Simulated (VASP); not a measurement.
# NbCuP2 (P-6m2) in VASP: density of states with PBE

Aim: the density of states of NbCuP2 with PBE.

Program: VASP 6.6.1. These are calculated values, not measurements. Logs are shortened: lines on timing, memory, paths and dates and some standing lists are left out, and cuts for length are marked.

### 1 The cell of the first run

Symmetry: P-6m2, No. 187, hexagonal system. Conventional cell: a = 3.570 Å, b = 3.570 Å, c = 5.533 Å, α = 90.00°, β = 90.00°, γ = 120.00°. Within 3.4 Å of Nb (site symmetry -6m2) lie 6 P at 2.54 Å and 2 Cu at 2.77 Å. Cu (site symmetry -6m2) has 6 P at 2.43 Å and 2 Nb at 2.77 Å within 3.2 Å. Within 3.2 Å of P (site symmetry 3m) lie 3 Cu at 2.43 Å and 3 Nb at 2.54 Å and 2 P at 2.56 to 2.98 Å.

### 2 Density of states, PBE

POSCAR reads:

```
NbCuP2
1.0
    3.5702095126      0.0000000000      0.0000000000
   -1.7851047563      3.0918921347      0.0000000000
    0.0000000000      0.0000000000      5.5331674181
Nb Cu P
1 1 2
Direct
    0.3333333333      0.6666666667      0.5000000000
    0.3333333333      0.6666666667      0.0000000000
    0.0000000000      0.0000000000      0.7689711925
    0.0000000000      0.0000000000      0.2310288075
```

INCAR.step1 reads:

```
  ALGO = Normal
  EDIFF = 1E-6
  ENCUT = 520
  GGA = PE
  ISIF = 2
  ISMEAR = 0
  LASPH = True
  LCHARG = True
  LMAXMIX = 4
  LREAL = False
  LWAVE = False
  NBANDS = 25
  NELM = 60
  PREC = Accurate
  SIGMA = 0.1
```

KPOINTS.step1 reads:

```
k-points
0
Gamma
  18 18 8
```

INCAR.step2 reads:

```
  ALGO = Normal
  EDIFF = 1E-6
  ENCUT = 520
  GGA = PE
  ICHARG = 11
  ISIF = 2
  ISMEAR = -5
  LASPH = True
  LCHARG = False
  LMAXMIX = 4
  LORBIT = 10
  LREAL = False
  LWAVE = False
  NBANDS = 25
  NEDOS = 1001
  NELM = 60
  PREC = Accurate
  SIGMA = 0.1
```

KPOINTS.step2 reads:

```
k-points
0
Gamma
  27 27 12
```

Potentials or basis: VASP PAW PBE potentials, release 64 (Nb_sv, Cu, P).

Run with:

```console
$ cat potpaw_PBE.64/Nb_sv/POTCAR potpaw_PBE.64/Cu/POTCAR potpaw_PBE.64/P/POTCAR > POTCAR
$ cp INCAR.step1 INCAR
$ cp KPOINTS.step1 KPOINTS
$ mpirun -np 1 vasp_std > vasp.out
$ cp INCAR.step2 INCAR
$ cp KPOINTS.step2 KPOINTS
$ mpirun -np 1 vasp_std > vasp.out
```

OUTCAR:

```text
EDIFF = 1E-6
   ENCUT = 520
   GGA = PE
   ICHARG = 11
   ISIF = 2
   ISMEAR = -5
   LASPH = True
   LORBIT = 10
   LREAL = False
   NELM = 60
   PREC = Accurate

 ion  position               nearest neighbor table
   1  0.333  0.667  0.500-   3 2.54   4 2.54   3 2.54   4 2.54   3 2.54   4 2.54   2 2.77   2 2.77

   2  0.333  0.667  0.000-   3 2.43   4 2.43   3 2.43   4 2.43   3 2.43   4 2.43   1 2.77   1 2.77

   3  0.000  0.000  0.769-   2 2.43   2 2.43   2 2.43   1 2.54   1 2.54   1 2.54   4 2.56
   4  0.000  0.000  0.231-   2 2.43   2 2.43   2 2.43   1 2.54   1 2.54   1 2.54   3 2.56

  LATTYP: Found a hexagonal cell.
 ALAT       =     3.5702095126
 C/A-ratio  =     1.5498158858

  Lattice vectors:

 A1 = (   3.5702095126,   0.0000000000,   0.0000000000)
 A2 = (  -1.7851047563,   3.0918921347,   0.0000000000)
 A3 = (   0.0000000000,   0.0000000000,   5.5331674181)

Analysis of symmetry for initial positions (statically):
=====================================================================
 Subroutine PRICEL returns:
 Original cell was already a primitive cell.

 Routine SETGRP: Setting up the symmetry group for a
 hexagonal supercell.

 Subroutine GETGRP returns: Found 12 space group operations
 (whereof 12 operations were pure point group operations)
 out of a pool of 24 trial point group operations.

The static configuration has the point symmetry D_3h.

Analysis of symmetry for dynamics (positions and initial velocities):
=====================================================================
 Subroutine PRICEL returns:
 Original cell was already a primitive cell.

 Routine SETGRP: Setting up the symmetry group for a
 hexagonal supercell.

 Subroutine GETGRP returns: Found 12 space group operations
 (whereof 12 operations were pure point group operations)
 out of a pool of 24 trial point group operations.

The dynamic configuration has the point symmetry D_3h.

 Subroutine INISYM returns: Found 12 space group operations
 (whereof 12 operations are pure point group operations),
 and found     1 'primitive' translations

----------------------------------------------------------------------------------------

                                     Primitive cell

  volume of cell :      61.0790

  direct lattice vectors                    reciprocal lattice vectors
     3.570209513  0.000000000  0.000000000     0.280095607  0.161713274  0.000000000
[... 100 lines left out ...]
   POTIM  = 0.5000    time-step for ionic-motion
   TEBEG  =    0.0;   TEEND  =   0.0 temperature during run
   PSTRESS=    0.0 pullay stress
   NELECT =      34.0000    total number of electrons
   NUPDOWN=      -1.0000    fix difference up-down
   EMIN   =  10.00;   EMAX   =-10.00  energy-range for DOS
   EFERMI =   0.00;   METHOD = LEGACY
   ISMEAR =    -5;   SIGMA  =   0.10  broadening in eV -4-tet -1-fermi 0-gaus
   EFERMI_NEDOS =   21; number of points for ismear=-14 and -15
   IALGO  =     38    algorithm
   IMIX   =      4    mixing-type and parameters
     AMIX     =   0.40;   BMIX     =  1.00
     AMIX_MAG =   1.60;   BMIX_MAG =  1.00
  volume/ion in A,a.u.               =      15.27       103.05
  Fermi-wavevector in a.u.,A,eV,Ry     =   1.346699  2.544892 24.675500  1.813598
  Thomas-Fermi vector in A             =   2.474510
   LORBIT       =     10    0 simple, 1 ext, 2 COOP (PROOUT), +10 PAW based schemes
   GGA     = PE    functional components
   LHFCALC =     F    Hartree Fock is set to
   AEXX    =    0.0000 exact exchange contribution
   IVDW    =     0    specifies the selected vdW correction
   LEPSILON=     F    determine dielectric tensor
   LRPA    =     F    only Hartree local field effects (RPA)
 non-spin polarized calculation
 Fermi weights with tetrahedron method with Bloechl corrections
  energy-cutoff  :      520.00
  volume of cell :       61.08
 maximum number of plane-waves:      1701
 NGX is ok and might be reduce to    28

 number of electron      34.0000000 magnetization

 Free energy of the ion-electron system (eV)
  ---------------------------------------------------
  ext. energy  EPLUGINS =         0.00000000
  ---------------------------------------------------
  free energy    TOTEN  =       -26.68426420 eV

  energy without entropy =      -26.68426420  energy(sigma->0) =      -26.68426420

 E-fermi :   9.6481     XC(G=0): -11.6450

 val. band max:        9.6657516024   @ k =   0.1111   0.0000   0.0000
 cond. band min:       9.6096899412   @ k =   0.3333   0.2963   0.3333
 fundamental gap:     -0.0560616611
 Fermi energy:         9.6480927678

 k-point     1 :       0.0000    0.0000    0.0000
  band No.  band energies     occupation
      1     -45.6856      2.00000
      2     -21.8720      2.00000
      3     -21.6973      2.00000
      4     -21.6973      2.00000
      5      -4.2911      2.00000
      6      -0.4465      2.00000
[... 661 lines left out ...]
     24      14.9886      0.00000
     25      16.6583      0.00000

 [... further k-points ...]

------------------------ aborting loop because EDIFF is reached ----------------------------------------

  FORCE on cell =-STRESS in cart. coord.  units (eV):
  Direction    XX          YY          ZZ          XY          YZ          ZX
  --------------------------------------------------------------------------------------
  -------------------------------------------------------------------------------------
  Total        0.1008359      0.1008359     -0.0200340      0.0000000      0.0000000      0.0000000
  in kB        2.6450514      2.6450514     -0.5255164      0.0000000      0.0000000      0.0000000
  external PRESSURE =       1.5881955 kB  Pullay stress =       0.0000000 kB

 VOLUME and BASIS-vectors are now :
 -----------------------------------------------------------------------------
  energy-cutoff  :      520.00
  volume of cell :       61.08
      direct lattice vectors                 reciprocal lattice vectors
     3.570209513  0.000000000  0.000000000     0.280095607  0.161713274  0.000000000
    -1.785104756  3.091892135  0.000000000     0.000000000  0.323426548  0.000000000
     0.000000000  0.000000000  5.533167418     0.000000000  0.000000000  0.180728311

 POSITION                                       TOTAL-FORCE (eV/Angst)
 -----------------------------------------------------------------------------------
     -0.00000      2.06126      2.76658        -0.000000      0.000000      0.000000
     -0.00000      2.06126      0.00000         0.000000      0.000000      0.000000
      0.00000      0.00000      4.25485         0.000000     -0.000000      0.009897
      0.00000      0.00000      1.27832         0.000000     -0.000000     -0.009897
 -----------------------------------------------------------------------------------
    total drift:                                0.007497     -0.004329     -0.000000

  FREE ENERGIE OF THE ION-ELECTRON SYSTEM (eV)
  ---------------------------------------------------
  free  energy   TOTEN  =       -26.6842642046 eV

  energy  without entropy=      -26.6842642046  energy(sigma->0) =      -26.68426420

 total charge

# of ion       s       p       d       tot
------------------------------------------
    1        2.148   6.017   2.512  10.676
    2        0.440   0.462   9.192  10.094
    3        1.023   1.456   0.000   2.479
    4        1.023   1.456   0.000   2.479
--------------------------------------------------
tot          4.633   9.390  11.704  25.727
```

Run time: 18 min. Hardware: 1 thread of Oxide Virtual Turin-like, shared host; peak memory 0.8 GiB.

What came out:

| Item | Value |
| --- | --- |
| Valence electrons inside the program's atomic spheres | Nb 10.68; Cu 10.09; P 2.48 |

Levels at points of the mesh, in eV from the Fermi level:
```csv
k point,band 13,band 14,band 15,band 16,band 17,band 18,band 19,band 20,band 21,band 22
"(0.00, 0.00, 0.00)",-2.44,-2.44,-0.98,-0.98,0.47,1.78,1.78,2.46,2.65,2.65
"(0.00, 0.00, 0.50)",-2.58,-2.58,-2.24,-1.82,-1.82,2.13,2.13,2.37,3.41,3.74
```

Caveat: tetrahedron occupations give inexact forces and stress in metals.
